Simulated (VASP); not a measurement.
# AlN (P6_3mc) in VASP: further runs, part 2 of 2

VASP 6.6.1.

## Step 4: Single point, LDA

This run uses another cell than the first one, of 10.21 Å³/atom, 1.015 times its volume.

Contents of INCAR:

```
  PREC = Accurate
  ENCUT = 520
  EDIFF = 1E-6
  ISMEAR = 0
  SIGMA = 0.01
  LREAL = F
  LASPH = T
  NELM = 100
  ALGO = Normal
  ISIF = 2
  LWAVE = F
  LCHARG = F
  NBANDS = 16
```

Contents of KPOINTS:

```
Automatic mesh
0
Gamma
  8 8 6
```

Contents of POSCAR:

```
AlN
1.0
    3.0887730631      0.0000000000      0.0000000000
   -1.5443865316      2.6749559392      0.0000000000
    0.0000000000      0.0000000000      4.9432521891
Al N
2 2
Direct
    0.3333333333      0.6666666667     -0.0009923830
    0.6666666667      0.3333333333      0.4990076170
    0.3333333333      0.6666666667      0.3809923830
    0.6666666667      0.3333333333      0.8809923830
```

Potentials or basis: VASP PAW LDA potentials, release 64 (Al, N).

Launch:

```sh
> cat potpaw_LDA.64/Al/POTCAR potpaw_LDA.64/N/POTCAR > POTCAR
> mpirun -np 1 vasp_std > vasp.out
```

OUTCAR:

```text
PREC = Accurate
   ENCUT = 520
   EDIFF = 1E-6
   ISMEAR = 0
   LREAL = F
   LASPH = T
   NELM = 100
   ISIF = 2

 ion  position               nearest neighbor table
   1  0.333  0.667  0.999-   4 1.88   4 1.88   4 1.88   3 1.89   2 3.05   2 3.05   2 3.05   2 3.05
                             2 3.05   2 3.05
   2  0.667  0.333  0.499-   3 1.88   3 1.88   3 1.88   4 1.89   1 3.05   1 3.05   1 3.05   1 3.05
                             1 3.05   1 3.05
   3  0.333  0.667  0.381-   2 1.88   2 1.88   2 1.88   1 1.89
   4  0.667  0.333  0.881-   1 1.88   1 1.88   1 1.88   2 1.89

  LATTYP: Found a hexagonal cell.
 ALAT       =     3.0887730631
 C/A-ratio  =     1.6003934534

  Lattice vectors:

 A1 = (   3.0887730631,   0.0000000000,   0.0000000000)
 A2 = (  -1.5443865316,   2.6749559392,   0.0000000000)
 A3 = (   0.0000000000,   0.0000000000,   4.9432521891)

Analysis of symmetry for initial positions (statically):
=====================================================================
 Subroutine PRICEL returns:
 Original cell was already a primitive cell.

 Routine SETGRP: Setting up the symmetry group for a
 hexagonal supercell.

 Subroutine GETGRP returns: Found 12 space group operations
 (whereof  6 operations were pure point group operations)
 out of a pool of 24 trial point group operations.

The static configuration has the point symmetry C_3v.
 The point group associated with its full space group is C_6v.

Analysis of symmetry for dynamics (positions and initial velocities):
=====================================================================
 Subroutine PRICEL returns:
 Original cell was already a primitive cell.

 Routine SETGRP: Setting up the symmetry group for a
 hexagonal supercell.

 Subroutine GETGRP returns: Found 12 space group operations
 (whereof  6 operations were pure point group operations)
 out of a pool of 24 trial point group operations.

The dynamic configuration has the point symmetry C_3v.
 The point group associated with its full space group is C_6v.
[... 119 lines left out ...]
   EFERMI_NEDOS =   21; number of points for ismear=-14 and -15
   IALGO  =     38    algorithm
   IMIX   =      4    mixing-type and parameters
     AMIX     =   0.40;   BMIX     =  1.00
     AMIX_MAG =   1.60;   BMIX_MAG =  1.00
  volume/ion in A,a.u.               =      10.21        68.91
  Fermi-wavevector in a.u.,A,eV,Ry     =   1.197870  2.263646 19.522898  1.434893
  Thomas-Fermi vector in A             =   2.333774
   LORBIT       =      0    0 simple, 1 ext, 2 COOP (PROOUT), +10 PAW based schemes
   GGA     = CA    functional components
   LHFCALC =     F    Hartree Fock is set to
   AEXX    =    0.0000 exact exchange contribution
   IVDW    =     0    specifies the selected vdW correction
   LEPSILON=     F    determine dielectric tensor
   LRPA    =     F    only Hartree local field effects (RPA)
 non-spin polarized calculation
 Gauss-broadening in eV      SIGMA  =   0.01
  energy-cutoff  :      520.00
  volume of cell :       40.84
 maximum number of plane-waves:      1124
 NGX is ok and might be reduce to    24
   NGX = 11   NGY = 11   NGZ = 19

 number of electron      15.9999997 magnetization

 Free energy of the ion-electron system (eV)
  ---------------------------------------------------
  ext. energy  EPLUGINS =         0.00000000
  ---------------------------------------------------
  free energy    TOTEN  =       -32.84097276 eV

  energy without entropy =      -32.84097276  energy(sigma->0) =      -32.84097276

 E-fermi :   6.1542     XC(G=0): -11.3432

 val. band max:        6.1149999082   @ k =   0.0000   0.0000   0.0000
 cond. band min:      10.5381207211   @ k =   0.0000   0.0000   0.0000
 fundamental gap:      4.4231208129
 Fermi energy:         6.1541960098

 k-point     1 :       0.0000    0.0000    0.0000
  band No.  band energies     occupation
      1      -9.0584      2.00000
      2      -6.7644      2.00000
      3      -0.0394      2.00000
      4       5.2248      2.00000
      5       5.2248      2.00000
      6       5.8864      2.00000
[... 433 lines left out ...]
      3       0.7035      2.00000
      4       1.3762      2.00000
      5       3.6236      2.00000
      6       4.4034      2.00000
[... 8 lines left out ...]
     15      18.3708      0.00000
     16      20.2562      0.00000

 [... further k-points ...]
[... 5 lines left out ...]
  --------------------------------------------------------------------------------------
  -------------------------------------------------------------------------------------
  Total        0.1562502      0.1562502      0.1517244     -0.0000000      0.0000000      0.0000000
  in kB        6.1293672      6.1293672      5.9518317     -0.0000000      0.0000000      0.0000000
  external PRESSURE =       6.0701887 kB  Pullay stress =       0.0000000 kB

 VOLUME and BASIS-vectors are now :
 -----------------------------------------------------------------------------
  energy-cutoff  :      520.00
  volume of cell :       40.84
      direct lattice vectors                 reciprocal lattice vectors
     3.088773063  0.000000000  0.000000000     0.323753147  0.186918967  0.000000000
    -1.544386532  2.674955939  0.000000000     0.000000000  0.373837933  0.000000000
     0.000000000  0.000000000  4.943252189     0.000000000  0.000000000  0.202295971

 POSITION                                       TOTAL-FORCE (eV/Angst)
 -----------------------------------------------------------------------------------
     -0.00000      1.78330      4.93835        -0.000000      0.000000     -0.000624
      1.54439      0.89165      2.46672         0.000000     -0.000000     -0.000624
     -0.00000      1.78330      1.88334        -0.000000      0.000000      0.000624
      1.54439      0.89165      4.35497         0.000000     -0.000000      0.000624
 -----------------------------------------------------------------------------------
    total drift:                               -0.000000      0.000000     -0.000710

  FREE ENERGIE OF THE ION-ELECTRON SYSTEM (eV)
  ---------------------------------------------------
  free  energy   TOTEN  =       -32.8409727563 eV

  energy  without entropy=      -32.8409727563  energy(sigma->0) =      -32.84097276
```

OSZICAR:

```text
N       E                     dE             d eps       ncg     rms          rms(c)
DAV:   1     0.363980328173E+02    0.36398E+02   -0.73897E+03  1280   0.902E+02
DAV:   2    -0.349270875655E+02   -0.71325E+02   -0.65845E+02  1808   0.177E+02
DAV:   3    -0.379720340219E+02   -0.30449E+01   -0.30376E+01  1544   0.373E+01
DAV:   4    -0.379870865654E+02   -0.15053E-01   -0.15051E-01  1640   0.315E+00
DAV:   5    -0.379872366466E+02   -0.15008E-03   -0.15008E-03  1568   0.308E-01    0.124E+01
DAV:   6    -0.329578733068E+02    0.50294E+01   -0.11455E+01  1344   0.241E+01    0.438E+00
DAV:   7    -0.329022685971E+02    0.55605E-01   -0.51421E-01  1528   0.473E+00    0.284E+00
DAV:   8    -0.328436705680E+02    0.58598E-01   -0.67973E-02  1416   0.219E+00    0.338E-01
DAV:   9    -0.328408743869E+02    0.27962E-02   -0.54053E-03  1576   0.528E-01    0.217E-01
DAV:  10    -0.328410197990E+02   -0.14541E-03   -0.56229E-04  1448   0.150E-01    0.108E-01
DAV:  11    -0.328409730789E+02    0.46720E-04   -0.84018E-05  1520   0.677E-02    0.191E-02
DAV:  12    -0.328409727563E+02    0.32254E-06   -0.13410E-06  1264   0.903E-03
   1 F= -.32840973E+02 E0= -.32840973E+02  d E =-.312520E-11
```

It took 12 s on 1 thread of Intel Xeon 6975P-C, shared host; peak memory 0.15 GiB.

Results:

```
Free energy            : -32.8410 eV
Pressure               : 0.6 GPa
Band gap on the k mesh : 4.42 eV, direct
```

## Step 5: Single point, LDA

This run uses another cell than the first one, of 10.21 Å³/atom, 1.015 times its volume.

Contents of INCAR:

```
SYSTEM = AlN
PREC     = Accurate       ! precision mode
ENCUT    = 520            ! plane-wave cutoff, eV
EDIFF    = 1E-6           ! SCF threshold, eV
ISMEAR   = 0              ! smearing method
SIGMA    = 0.01           ! smearing width, eV
LREAL    = .False.        ! projectors in reciprocal space
LASPH    = .True.         ! aspherical terms in the spheres
NELM     = 100            ! most SCF steps
ALGO     = Normal         ! electronic algorithm
ISIF     = 2              ! what is computed and relaxed
LWAVE    = .False.        ! write WAVECAR
LCHARG   = .True.         ! write CHGCAR
GGA      = CA             ! functional
LELF     = .True.         ! ELF
LVHAR    = .True.       
NBANDS   = 16             ! bands
```

Contents of KPOINTS:

```
Automatic mesh
0
Gamma
  8 8 6
  0 0 0
```

POSCAR is that of step 4.

Launch:

```sh
> cat potpaw_LDA.64/Al/POTCAR potpaw_LDA.64/N/POTCAR > POTCAR
> mpirun -np 1 vasp_std > vasp.out
```

It took 17 s on 1 thread of Intel Xeon 6975P-C, shared host; peak memory 0.15 GiB.

The run converged. Its results:

```
Free energy            : -32.8410 eV
Pressure               : 0.6 GPa
Band gap on the k mesh : 4.42 eV, direct
```

Levels at points of the mesh, in eV from the valence-band top:
| k point | band 5 | band 6 | band 7 | band 8 | band 9 | band 10 | band 11 | band 12 |
| --- | --- | --- | --- | --- | --- | --- | --- | --- |
| (0.00, 0.00, 0.00) | -0.89 | -0.23 | -0.23 | 0.00 | 4.42 | 6.73 | 10.66 | 11.10 |
| (0.50, 0.00, 0.00) | -3.44 | -2.15 | -1.84 | -0.71 | 5.72 | 5.72 | 8.27 | 10.29 |
| (0.00, 0.00, 0.50) | -0.57 | -0.57 | -0.57 | -0.57 | 6.61 | 6.61 | 10.32 | 10.32 |
| (0.50, 0.00, 0.50) | -1.51 | -1.51 | -1.40 | -1.40 | 5.26 | 5.26 | 9.21 | 9.21 |

A k mesh can miss the band edges. Expect the measured gap to be larger: semilocal functionals such as LDA lack the derivative discontinuity.

## Step 6: Comparison with measurements

Step 3. Measured gap of AlN: 6.034 eV (an exciton energy, a little under the gap; 10 K; quoted in “Self-assembly of well-separated AlN nanowires directly on sputtered metallic TiN films”, 2019, arxiv:1910.07391). This calculation gives 4.42 eV (-1.61 eV). 2 values of this kind are on record (6.034 to 6.0343 eV); this one was drawn at random. The value is that of LDA on a finite k mesh, which can miss the band edges, without temperature or zero-point motion. Semilocal functionals fall short of measured gaps as a rule.

Step 4. Measured gap of AlN: 6.0343 eV (an exciton energy, a little under the gap; 0 K; quoted in “Structural and optical properties of self-assembled AlN nanowires grown on SiO2/Si substrates by molecular beam epitaxy”, 2024, arxiv:2402.00216). This calculation gives 4.42 eV (-1.61 eV). 2 values of this kind are on record (6.034 to 6.0343 eV); this one was drawn at random. The value is that of LDA on a finite k mesh, which can miss the band edges, without temperature or zero-point motion. Semilocal functionals fall short of measured gaps as a rule.
